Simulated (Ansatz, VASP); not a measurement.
## TaC in VASP and in Ansatz

File INCAR:

```
SYSTEM = TaC
ALGO = Normal
EDIFF = 1E-6
ENCUT = 600
GGA = PS
GGA_COMPAT = .FALSE.
ISIF = 2
ISMEAR = 1
LASPH = .TRUE.
LCHARG = .FALSE.
LREAL = .FALSE.
LWAVE = .FALSE.
NBANDS = 14
NELM = 120
PREC = Accurate
SIGMA = 0.05
```

Contents of KPOINTS:

```
k-points
0
G
  7 7 7
  0 0 0
```

Contents of POSCAR:

```
TaC
1.0
    0.0000000000      2.2230000000      2.2230000000
    2.2230000000      0.0000000000      2.2230000000
    2.2230000000      2.2230000000      0.0000000000
Ta C
1 1
Direct
    0.0000000000      0.0000000000      0.0000000000
    0.5000000000      0.5000000000      0.5000000000
```

Input for Ansatz:

```yaml
crystal:
  lattice:
    - [0.0, 2.223, 2.223]
    - [2.223, 0.0, 2.223]
    - [2.223, 2.223, 0.0]
  atoms:
    - { symbol: Ta, position: [0.0, 0.0, 0.0] }
    - { symbol: C, position: [0.5, 0.5, 0.5] }
kpoints:
  mp_grid:
    grid: [7, 7, 7]
hamiltonian:
  xc: pbesol
  pseudopotentials:
    kind: paw
scf:
  n_extra_bands: 4
  convergence:
    dr2_threshold: 1.0e-08
  mixing:
    algorithm: msr1
  occupations:
    method: cold
    width: 0.05
output:
  forces: true
  stress: true
  eigenvalues: true
```

Alike in both runs: task single point; functional PBEsol; k mesh 7 × 7 × 7; no spin polarisation.

|  | VASP | Ansatz |
| --- | --- | --- |
| version | VASP 6.6.1 | Ansatz 0.2.0 |
| potentials or method | VASP PAW PBE potentials, release 64 (Ta_pv, C) | plane waves, PAW |
| plane-wave cutoff (eV) | 600 | 420 |
| occupations | methfessel-paxton of order 1, width 0.05 eV | cold, width 0.05 eV |
| valence electrons in the cell | 15 | 17 |

|  | VASP | Ansatz | Ansatz less VASP |
| --- | --- | --- | --- |
| gap on the k mesh at the Fermi level (eV) | none | none | - |
| pressure (GPa) | -0.8 | -1.5 | -0.74 |

VASP's potentials were made for PBE, not for PBEsol. A gap of «none» marks a metal or a gap that the smearing closes. VASP's potentials hold 15 valence electrons a cell and Ansatz's 17, so a difference there can come from the potentials and not from the codes. Ansatz's warnings: stress scf threshold loose.

Spin-orbit coupling is off throughout.
